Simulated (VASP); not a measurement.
AlCo: relaxation of cell and atoms with PBEsol

AlCo:

```
Al Co
1.0
     2.82342    0.00000    0.00000
     0.00000    2.82342    0.00000
     0.00000    0.00000    2.82342
Al Co
1 1
Direct
  0.00000 0.00000 0.00000
  0.50000 0.50000 0.50000
```

| Property | Result |
| --- | --- |
| Program | VASP 6.6.1 |
| Task | relaxation of cell and atoms |
| Functional | PBEsol |
| Potentials or basis | VASP PAW PBE potentials, release 64 (Al, Co) |
| Cutoff | 600 eV |
| k mesh | 16 × 16 × 16 |
| Occupations | fermi-dirac, width 0.1 eV |
| Spin | no spin polarisation |
| Target pressure | 1 GPa |
| Dipole correction | no |
| Further INCAR settings | ALGO = Normal; EDIFF = 1e-06; IBRION = 2; EDIFFG = -0.002; NSW = 100; ISIF = 3 |

```yaml
Relaxed_volume: 11.20 Å³/atom
Relaxed_cell: a = 2.819 Å, b = 2.819 Å, c = 2.819 Å, α = 90.00°, β = 90.00°, γ = 90.00°
Space_group_after_relaxing_to_0.05_Å: Pm-3m (No. 221)
Energy_change_on_relaxing_the_enthalpy_is_what_falls: +0.2 meV/atom
Ionic_steps: 3
Pressure_after_relaxing: 1.0 GPa
Band_gap_on_the_k_mesh: zero (band 6 reaches 13.26 eV, above the bottom of band 7 at 10.63 eV)
```

Step by step:
```
step  energy change (eV)  largest force (eV/Å)  pressure (GPa)  volume (Å³)
   1              0.0000                0.0000            0.05        22.51
   2              0.0013                0.0000            1.96        22.29
   3              0.0004                0.0000            1.00        22.40
```

Final structure:
```
CELL_PARAMETERS angstrom
2.81876 0.00000 0.00000
0.00000 2.81876 0.00000
0.00000 0.00000 2.81876
ATOMIC_POSITIONS crystal
Al 0.00000 0.00000 0.00000
Co 0.50000 0.50000 0.50000
```

Levels at points of the mesh, in eV from the Fermi level:
```tsv
k point	band 3	band 4	band 5	band 6	band 7	band 8	band 9	band 10
(0.00, 0.00, 0.00)	-3.09	-0.81	-0.81	-0.81	6.18	6.18	6.18	8.94
(0.50, 0.00, 0.00)	-2.47	-1.72	-1.72	-0.69	0.23	8.51	10.82	10.82
(0.50, 0.50, 0.00)	-2.69	-2.69	-1.51	-1.51	-0.22	2.55	3.75	13.19
(0.50, 0.50, 0.50)	-4.03	-0.18	-0.18	2.41	2.41	2.41	4.50	5.60
```

Run time: 120 s on 1 thread of AMD EPYC 7R13, on a shared host, peak memory 0.16 GiB.

Caveat: the cell is relaxed towards a set pressure, so the enthalpy falls and the energy may rise; the PAW data sets were made with another functional, which shifts forces and pressure a little. Spin polarisation is off, so any magnetic state and its effect on volume and gap are missing.
